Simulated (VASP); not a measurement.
# ScB2Sb3 (P6/mmm) in VASP: further runs

ScB2Sb3 is run at these levels: PBE; tasks: single point, relaxation of cell and atoms.

Everything below comes from runs of VASP 6.6.1. Logs are shortened: lines on timing, memory, paths and dates and some standing lists are left out, and cuts for length are marked.

### 1 The cell of the first run

Symmetry: P6/mmm, No. 191, hexagonal system. The conventional cell has a = 6.027 Å, b = 6.027 Å, c = 3.713 Å, α = 90.00°, β = 90.00°, γ = 120.00°. Within 4.6 Å of Sc (site symmetry 6/mmm) lie 6 B at 3.48 Å and 12 Sb at 3.54 Å and 2 Sc at 3.71 Å. B (site symmetry -6m2) has 6 Sb at 2.54 Å and 3 B at 3.48 Å and 3 Sc at 3.48 Å within 3.5 Å. Sb (site symmetry mmm) has 4 B at 2.54 Å and 4 Sb at 3.01 Å within 3.4 Å.

The cell was generated, and may not be a known phase.

### 2 Single point, PBE

INCAR reads:

```
SYSTEM = ScB2Sb3
PREC     = Accurate       ! precision mode
ENCUT    = 520            ! plane-wave cutoff, eV
EDIFF    = 1E-6           ! SCF threshold, eV
ISMEAR   = 0              ! smearing method
SIGMA    = 0.1            ! smearing width, eV
LREAL    = .FALSE.        ! projectors in reciprocal space
LASPH    = .TRUE.         ! aspherical terms in the spheres
NELM     = 100            ! most SCF steps
ALGO     = Normal         ! electronic algorithm
ISIF     = 2              ! what is computed and relaxed
LWAVE    = .FALSE.        ! write WAVECAR
LCHARG   = .TRUE.         ! write CHGCAR
GGA      = PE             ! functional
LELF     = .TRUE.         ! ELF
LVHAR    = .TRUE.       
NBANDS   = 25             ! bands
```

KPOINTS reads:

```
regular mesh
0
G
  3 3 6
  0 0 0
```

POSCAR reads:

```
ScB2Sb3
1.0
    6.0267151900      0.0000000000      0.0000000000
   -3.0133575900      5.2192884500      0.0000000000
    0.0000000000      0.0000000000      3.7134181200
Sc B Sb
1 2 3
Direct
    0.0000000000      0.0000000000      0.0000000000
    0.3333333300      0.6666666700      0.0000000000
    0.6666666700      0.3333333300      0.0000000000
    0.5000000000      0.0000000000      0.5000000000
    0.5000000000      0.5000000000      0.5000000000
    0.0000000000      0.5000000000      0.5000000000
```

Potentials or basis: VASP PAW PBE potentials, release 64 (Sc_sv, B, Sb).

Started as:

```sh
> cat potpaw_PBE.64/Sc_sv/POTCAR potpaw_PBE.64/B/POTCAR potpaw_PBE.64/Sb/POTCAR > POTCAR
> mpirun -np 1 vasp_std > vasp.out
```

OUTCAR:

```text
SYSTEM = ScB2Sb3
   PREC = Accurate
   ENCUT = 520
   EDIFF = 1E-6
   ISMEAR = 0
   LREAL = .FALSE.
   LASPH = .TRUE.
   NELM = 100
   ISIF = 2
   GGA = PE

 ion  position               nearest neighbor table
   1  0.000  0.000  0.000-   6 3.54   6 3.54   6 3.54   6 3.54   5 3.54   5 3.54   5 3.54   5 3.54
                             4 3.54   4 3.54   4 3.54   4 3.54
   2  0.333  0.667  0.000-   4 2.54   4 2.54   6 2.54   6 2.54   5 2.54   5 2.54
   3  0.667  0.333  0.000-   4 2.54   4 2.54   6 2.54   6 2.54   5 2.54   5 2.54
   4  0.500  0.000  0.500-   2 2.54   3 2.54   2 2.54   3 2.54   5 3.01   5 3.01   6 3.01   6 3.01
                             1 3.54   1 3.54   1 3.54   1 3.54
   5  0.500  0.500  0.500-   2 2.54   3 2.54   2 2.54   3 2.54   4 3.01   4 3.01   6 3.01   6 3.01
                             1 3.54   1 3.54   1 3.54   1 3.54
   6  0.000  0.500  0.500-   2 2.54   3 2.54   2 2.54   3 2.54   4 3.01   4 3.01   5 3.01   5 3.01
                             1 3.54   1 3.54   1 3.54   1 3.54

  LATTYP: Found a hexagonal cell.
 ALAT       =     6.0267151900
 C/A-ratio  =     0.6161595501

  Lattice vectors:

 A1 = (   6.0267151900,   0.0000000000,   0.0000000000)
 A2 = (  -3.0133575900,   5.2192884500,   0.0000000000)
 A3 = (   0.0000000000,   0.0000000000,   3.7134181200)

Analysis of symmetry for initial positions (statically):
=====================================================================
 Subroutine PRICEL returns:
 Original cell was already a primitive cell.

 Routine SETGRP: Setting up the symmetry group for a
 hexagonal supercell.

 Subroutine GETGRP returns: Found 24 space group operations
 (whereof 24 operations were pure point group operations)
 out of a pool of 24 trial point group operations.

The static configuration has the point symmetry D_6h.

Analysis of symmetry for dynamics (positions and initial velocities):
=====================================================================
 Subroutine PRICEL returns:
 Original cell was already a primitive cell.

 Routine SETGRP: Setting up the symmetry group for a
 hexagonal supercell.

 Subroutine GETGRP returns: Found 24 space group operations
 (whereof 24 operations were pure point group operations)
 out of a pool of 24 trial point group operations.

The dynamic configuration has the point symmetry D_6h.

 Subroutine INISYM returns: Found 24 space group operations
 (whereof 24 operations are pure point group operations),
 and found     1 'primitive' translations

----------------------------------------------------------------------------------------

                                     Primitive cell

  volume of cell :     116.8062

  direct lattice vectors                    reciprocal lattice vectors
     6.026715190  0.000000000  0.000000000     0.165927868  0.095798499  0.000000000
    -3.013357590  5.219288450  0.000000000     0.000000000  0.191596998  0.000000000
     0.000000000  0.000000000  3.713418120     0.000000000  0.000000000  0.269293672

  length of vectors
     6.026715190  6.026715182  3.713418120     0.191596998  0.191596998  0.269293672

  position of ions in fractional coordinates (direct lattice)
     0.000000000  0.000000000  0.000000000
     0.333333330  0.666666670  0.000000000
     0.666666670  0.333333330  0.000000000
     0.500000000  0.000000000  0.500000000
     0.500000000  0.500000000  0.500000000
     0.000000000  0.500000000  0.500000000

  ion indices of the primitive-cell ions
   primitive index   ion index
                 1           1
                 2           2
                 3           3
                 4           4
                 5           5
                 6           6

----------------------------------------------------------------------------------------

 KPOINTS: regular mesh

Automatic generation of k-mesh.
 Grid dimensions read from file:
 generate k-points for:    3    3    6

 Generating k-lattice:

  Cartesian coordinates                     Fractional coordinates (reciprocal lattice)
     0.055309289  0.031932833  0.000000000     0.333333333  0.000000000  0.000000000
     0.000000000  0.063865666  0.000000000     0.000000000  0.333333333  0.000000000
     0.000000000  0.000000000  0.044882279     0.000000000  0.000000000  0.166666667

  Length of vectors
     0.063865666  0.063865666  0.044882279

  Shift w.r.t. Gamma in fractional coordinates (k-lattice)
     0.000000000  0.000000000  0.000000000

 Subroutine IBZKPT returns following result:
 ===========================================

 Found     12 irreducible k-points:

 Following reciprocal coordinates:
            Coordinates               Weight
  0.000000  0.000000  0.000000      1.000000
  0.333333 -0.000000  0.000000      6.000000
  0.333333  0.333333  0.000000      2.000000
  0.000000  0.000000  0.166667      2.000000
  0.333333 -0.000000  0.166667     12.000000
  0.333333  0.333333  0.166667      4.000000
  0.000000  0.000000  0.333333      2.000000
  0.333333 -0.000000  0.333333     12.000000
  0.333333  0.333333  0.333333      4.000000
  0.000000  0.000000  0.500000      1.000000
  0.333333 -0.000000  0.500000      6.000000
  0.333333  0.333333  0.500000      2.000000
   k-points           NKPTS =     12   k-points in BZ     NKDIM =     12   number of bands    NBANDS=     25
   number of dos      NEDOS =    301   number of ions     NIONS =      6
   total plane-waves  NPLWV =  64512
   dimension x,y,z NGX =    48 NGY =   48 NGZ =   28
   dimension x,y,z NGXF=    96 NGYF=   96 NGZF=   56
   ions per type =               1   2   3
   NGX,Y,Z   is equivalent  to a cutoff of  13.24, 13.24, 12.54 a.u.
   NGXF,Y,Z  is equivalent  to a cutoff of  26.48, 26.48, 25.07 a.u.
 SYSTEM =  ScB2Sb3
   PREC   = accura    normal or accurate (medium, high low for compatibility)
   ISTART =      0    job   : 0-new  1-cont  2-samecut
   ICHARG =      2    charge: 1-file 2-atom 10-const
   ISPIN  =      1    spin polarized calculation?
   LNONCOLLINEAR =      F non collinear calculations
   LSORBIT =      F    spin-orbit coupling
   LASPH  =      T    aspherical Exc in radial PAW
   ENCUT  =  520.0 eV  38.22 Ry    6.18 a.u.  11.21 11.21  6.90*2*pi/ulx,y,z
   NELM   =    100;   NELMIN=  2; NELMDL= -5     # of ELM steps
   EDIFF  = 0.1E-05   stopping-criterion for ELM
   LREAL  =      F    real-space projection
   EDIFFG = 0.1E-04   stopping-criterion for IOM
   NSW    =      0    number of steps for IOM
   IBRION =     -1    ionic relax: 0-MD 1-quasi-New 2-CG
   NFREE  =      0    steps in history (QN), initial steepest desc. (CG)
   ISIF   =      2    stress and relaxation
   ISYM   =      2    0-nonsym 1-usesym 2-fastsym
   POTIM  = 0.5000    time-step for ionic-motion
   TEBEG  =    0.0;   TEEND  =   0.0 temperature during run
   PSTRESS=    0.0 pullay stress
   NELECT =      32.0000    total number of electrons
   NUPDOWN=      -1.0000    fix difference up-down
   EMIN   =  10.00;   EMAX   =-10.00  energy-range for DOS
   EFERMI =   0.00;   METHOD = LEGACY
   ISMEAR =     0;   SIGMA  =   0.10  broadening in eV -4-tet -1-fermi 0-gaus
   EFERMI_NEDOS =   21; number of points for ismear=-14 and -15
   IALGO  =     38    algorithm
   IMIX   =      4    mixing-type and parameters
     AMIX     =   0.40;   BMIX     =  1.00
     AMIX_MAG =   1.60;   BMIX_MAG =  1.00
  volume/ion in A,a.u.               =      19.47       131.37
  Fermi-wavevector in a.u.,A,eV,Ry     =   1.063252  2.009255 15.381452  1.130505
  Thomas-Fermi vector in A             =   2.198731
   LORBIT       =      0    0 simple, 1 ext, 2 COOP (PROOUT), +10 PAW based schemes
   GGA     = PE    functional components
   LHFCALC =     F    Hartree Fock is set to
   AEXX    =    0.0000 exact exchange contribution
   IVDW    =     0    specifies the selected vdW correction
   LEPSILON=     F    determine dielectric tensor
   LRPA    =     F    only Hartree local field effects (RPA)
 non-spin polarized calculation
 Gauss-broadening in eV      SIGMA  =   0.10
  energy-cutoff  :      520.00
  volume of cell :      116.81
 maximum number of plane-waves:      3157
 NGX is ok and might be reduce to    48
   NGX = 23   NGY = 23   NGZ = 13

 number of electron      32.0000001 magnetization

 Free energy of the ion-electron system (eV)
  ---------------------------------------------------
  ext. energy  EPLUGINS =         0.00000000
  ---------------------------------------------------
  free energy    TOTEN  =       -26.48420067 eV

  energy without entropy =      -26.46326249  energy(sigma->0) =      -26.47373158

 E-fermi :   7.8992     XC(G=0): -10.4585

 val. band max:        7.8808872027   @ k =   0.3333   0.3333   0.0000
 cond. band min:       7.9232417964   @ k =   0.3333   0.3333   0.0000
 fundamental gap:      0.0423545938
 Fermi energy:         7.8991914627

 k-point     1 :       0.0000    0.0000    0.0000
  band No.  band energies     occupation
      1     -42.6818      2.00000
      2     -21.3147      2.00000
      3     -21.3147      2.00000
      4     -21.2005      2.00000
      5      -5.9153      2.00000
      6      -1.3731      2.00000
[... 17 lines left out ...]
     24       9.7596      0.00000
     25      10.8528      0.00000

 k-point     2 :       0.3333   -0.0000    0.0000
  band No.  band energies     occupation
      1     -42.6818      2.00000
      2     -21.3150      2.00000
      3     -21.3148      2.00000
      4     -21.2004      2.00000
      5      -5.4383      2.00000
      6      -3.6303      2.00000
[... 17 lines left out ...]
     24      10.4661      0.00000
     25      11.0709      0.00000

 k-point     3 :       0.3333    0.3333    0.0000
  band No.  band energies     occupation
      1     -42.6818      2.00000
      2     -21.3150      2.00000
      3     -21.3150      2.00000
      4     -21.2004      2.00000
      5      -4.6692      2.00000
      6      -4.6692      2.00000
[... 216 lines left out ...]
 k-point    11 :       0.3333   -0.0000    0.5000
  band No.  band energies     occupation
      1     -42.6784      2.00000
      2     -21.3094      2.00000
      3     -21.3092      2.00000
      4     -21.2536      2.00000
      5      -3.9960      2.00000
      6      -2.1062      2.00000
[... 17 lines left out ...]
     24      11.0837      0.00000
     25      11.1299      0.00000

 k-point    12 :       0.3333    0.3333    0.5000
  band No.  band energies     occupation
      1     -42.6784      2.00000
      2     -21.3094      2.00000
      3     -21.3094      2.00000
      4     -21.2536      2.00000
      5      -3.2185      2.00000
      6      -3.2185      2.00000
[... 17 lines left out ...]
     24       9.8188      0.00000
     25      10.6299      0.00000

------------------------ aborting loop because EDIFF is reached ----------------------------------------

  FORCE on cell =-STRESS in cart. coord.  units (eV):
  Direction    XX          YY          ZZ          XY          YZ          ZX
  --------------------------------------------------------------------------------------
  -------------------------------------------------------------------------------------
  Total        7.9140556      7.9140556     -9.5350345      0.0000000     -0.0000000      0.0000000
  in kB      108.5535073    108.5535071   -130.7877383      0.0000001     -0.0000000      0.0000000
  external PRESSURE =      28.7730920 kB  Pullay stress =       0.0000000 kB

 VOLUME and BASIS-vectors are now :
 -----------------------------------------------------------------------------
  energy-cutoff  :      520.00
  volume of cell :      116.81
      direct lattice vectors                 reciprocal lattice vectors
     6.026715190  0.000000000  0.000000000     0.165927868  0.095798499  0.000000000
    -3.013357590  5.219288450  0.000000000     0.000000000  0.191596998  0.000000000
     0.000000000  0.000000000  3.713418120     0.000000000  0.000000000  0.269293672

 POSITION                                       TOTAL-FORCE (eV/Angst)
 -----------------------------------------------------------------------------------
      0.00000      0.00000      0.00000        -0.000000      0.000000      0.000000
     -0.00000      3.47953      0.00000         0.000000     -0.000000      0.000000
      3.01336      1.73976      0.00000        -0.000000      0.000000     -0.000000
      3.01336      0.00000      1.85671        -0.000000      0.000000      0.000000
      1.50668      2.60964      1.85671        -0.000000      0.000000      0.000000
     -1.50668      2.60964      1.85671        -0.000000      0.000000      0.000000
 -----------------------------------------------------------------------------------
    total drift:                                0.000000     -0.000000     -0.000000

  FREE ENERGIE OF THE ION-ELECTRON SYSTEM (eV)
  ---------------------------------------------------
  free  energy   TOTEN  =       -26.4842006690 eV

  energy  without entropy=      -26.4632624931  energy(sigma->0) =      -26.47373158
```

Run time: 47 s. Hardware: 1 thread of Oxide Virtual Turin-like, shared host; peak memory 0.22 GiB.

What came out:

* Free energy: -26.4842 eV
* Pressure: 2.9 GPa
* Band gap on the k mesh: zero (bands 16 and 17 overlap by 1.36 eV)

Caveat: the k points lie up to 0.40 Å⁻¹ apart, too coarse for converged energies and pressures of a metal; spin-orbit coupling is left out, which moves the levels of the heavy elements.

### 3 Single point, PBE

This run uses another cell than the first one, of 19.99 Å³/atom.

INCAR reads:

```
PREC     = Accurate       # precision mode
ENCUT    = 520            # plane-wave cutoff, eV
EDIFF    = 1E-6           # SCF threshold, eV
ISMEAR   = 0              # smearing method
SIGMA    = 0.1            # smearing width, eV
LREAL    = F              # projectors in reciprocal space
LASPH    = T              # aspherical terms in the spheres
NELM     = 80             # most SCF steps
ALGO     = Fast           # electronic algorithm
ISIF     = 2              # what is computed and relaxed
LWAVE    = F              # write WAVECAR
LCHARG   = T              # write CHGCAR
GGA      = PE             # functional
LELF     = T              # ELF
LVHAR    = T            
NBANDS   = 25             # bands
```

KPOINTS reads:

```
regular mesh
0
Gamma
  6 6 10
```

POSCAR reads:

```
ScB2Sb3
1.0
    6.4245641666     -0.0000000031      0.0000000000
   -3.2122820806      5.5638357780      0.0000000000
    0.0000000000      0.0000000000      3.3557524267
Sc B Sb
1 2 3
Direct
    0.0000000000      0.0000000000      0.0000000000
    0.3333333333      0.6666666667      0.0000000000
    0.6666666667      0.3333333333      0.0000000000
    0.5000000000      0.0000000000      0.5000000000
    0.5000000000      0.5000000000      0.5000000000
    0.0000000000      0.5000000000      0.5000000000
```

Potentials or basis: VASP PAW PBE potentials, release 64 (Sc_sv, B, Sb).

Started as:

```sh
> cat potpaw_PBE.64/Sc_sv/POTCAR potpaw_PBE.64/B/POTCAR potpaw_PBE.64/Sb/POTCAR > POTCAR
> mpirun -np 1 vasp_std > vasp.out
```

It took 3.8 min on 1 thread of Oxide Virtual Turin-like, shared host; peak memory 0.29 GiB.

It converged, with:

* Free energy: -27.4507 eV
* Pressure: 0.1 GPa
* Band gap on the k mesh: zero (bands 16 and 17 overlap by 1.35 eV)

Levels at points of the mesh, in eV from the Fermi level:
| k point | band 12 | band 13 | band 14 | band 15 | band 16 | band 17 | band 18 | band 19 | band 20 | band 21 |
| --- | --- | --- | --- | --- | --- | --- | --- | --- | --- | --- |
| (0.00, 0.00, 0.00) | -1.86 | 0.32 | 0.34 | 0.34 | 1.01 | 1.06 | 1.33 | 1.56 | 2.08 | 3.44 |
| (0.50, 0.00, 0.00) | -2.24 | -1.27 | -0.55 | -0.40 | 0.27 | 0.69 | 0.92 | 1.64 | 1.85 | 2.26 |
| (0.00, 0.00, 0.50) | -4.97 | -3.21 | -3.21 | -0.55 | -0.55 | 0.60 | 0.96 | 1.39 | 1.39 | 1.50 |
| (0.50, 0.00, 0.50) | -2.95 | -1.71 | -1.21 | -1.09 | -1.08 | -0.27 | -0.27 | 0.51 | 0.70 | 1.48 |

Caveat: spin-orbit coupling is left out, which moves the levels of the heavy elements.

(Part 1 of 2 ends here.)

The gap in the log of VASP goes by the Fermi energy; the results here count the filled bands.